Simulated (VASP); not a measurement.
Crystal: CaO.

```
Ca O
1.0
     0.00000    2.41947    2.41947
     2.41947    0.00000    2.41947
     2.41947    2.41947    0.00000
Ca O
1 1
Direct
  0.00000 0.00000 0.00000
  0.50000 0.50000 0.50000
```

Base run:

```yaml
Program: VASP 6.6.1
Functional: BLYP
Potentials_or_basis: VASP PAW PBE potentials, release 64 (Ca_sv, O)
Cutoff: 520 eV
k_mesh: 10 × 10 × 10
Occupations: fermi-dirac, width 0.05 eV
Spin: no spin polarisation
```

Its results: band gap on the k mesh 3.73 eV (least direct gap 4.10 eV); pressure 2.6 GPa.

Question: The run is repeated on the same cell with these changes: functional from BLYP to r2SCAN. What comes out?

Answer: Band gap on the k mesh 4.19 eV (least direct gap 4.57 eV); pressure -2.1 GPa.

Caveats: the PAW data sets were made with another functional, which shifts forces and pressure a little.

A k mesh can miss the band edges.
